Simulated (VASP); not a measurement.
Write the native input for VASP 6.6.1 that does the following.

```yaml
Task: single point
Functional: r2SCAN
Potentials_or_basis: VASP PAW PBE potentials, release 64 (Pt)
Cutoff: 520 eV
k_mesh: 22 × 22 × 22
Occupations: gaussian, width 0.15 eV
Spin: no spin polarisation
Dipole_correction: no
Further_INCAR_settings: ALGO = Normal; EDIFF = 1e-06; NBANDS = 11
```

Crystal: Pt.

```
Pt
1.0
    -1.63175    1.63175    1.58422
     1.63175   -1.63175    1.58422
     1.63175    1.63175   -1.58422
Pt
1
Cartesian
  0.0000 0.0000 0.0000
```

This cell differs from its parent crystal: strain +0.030 along x and y, +0.000 along z.

The input as run:

POSCAR

```
Pt
1.0
   -1.6317466000      1.6317466000      1.5842200000
    1.6317466000     -1.6317466000      1.5842200000
    1.6317466000      1.6317466000     -1.5842200000
Pt
1
Direct
    0.0000000000      0.0000000000      0.0000000000
```

INCAR.step1

```
SYSTEM = Pt
PREC = Accurate ; ENCUT = 520
ISMEAR = 0 ; SIGMA = 0.15
LREAL = .FALSE. ; LASPH = .TRUE.
NELM = 100 ; NBANDS = 11
GGA = PE ; ALGO = Normal
EDIFF = 1E-4 ; LWAVE = .TRUE.
LCHARG = .FALSE.
```

INCAR.step2

```
SYSTEM = Pt
PREC = Accurate ; ENCUT = 520
EDIFF = 1E-6 ; ISMEAR = 0
SIGMA = 0.15 ; LREAL = .FALSE.
LASPH = .TRUE. ; NELM = 100
ALGO = Normal ; ISIF = 2
LWAVE = .FALSE. ; LCHARG = .FALSE.
METAGGA = R2SCAN ; LMIXTAU = .TRUE.
NBANDS = 11 ; ISTART = 1
```

KPOINTS

```
regular mesh
0
G
  22 22 22
  0 0 0
```

Potentials or basis: VASP PAW PBE potentials, release 64 (Pt).

Launch:

```sh
$ cat potpaw_PBE.64/Pt/POTCAR > POTCAR
$ cp INCAR.step1 INCAR
$ mpirun -np 1 vasp_std > vasp.out
$ cp INCAR.step2 INCAR
$ mpirun -np 1 vasp_std > vasp.out
```

It gave:

The pressure is -17.4 GPa and the band gap on the k mesh is zero (band 5 reaches 9.80 eV, above the bottom of band 6 at 7.72 eV).

Caveat: the cell differs from its parent crystal (strain +0.030 along x and y, +0.000 along z); the PAW data sets were made with another functional, which shifts forces and pressure a little; spin-orbit coupling is left out, which moves the levels of the heavy elements.

It took 4.9 min on 1 thread of Intel(R) Xeon(R) Platinum 8488C (Sapphire Rapids), with other jobs on the host, peak memory 0.28 GiB.
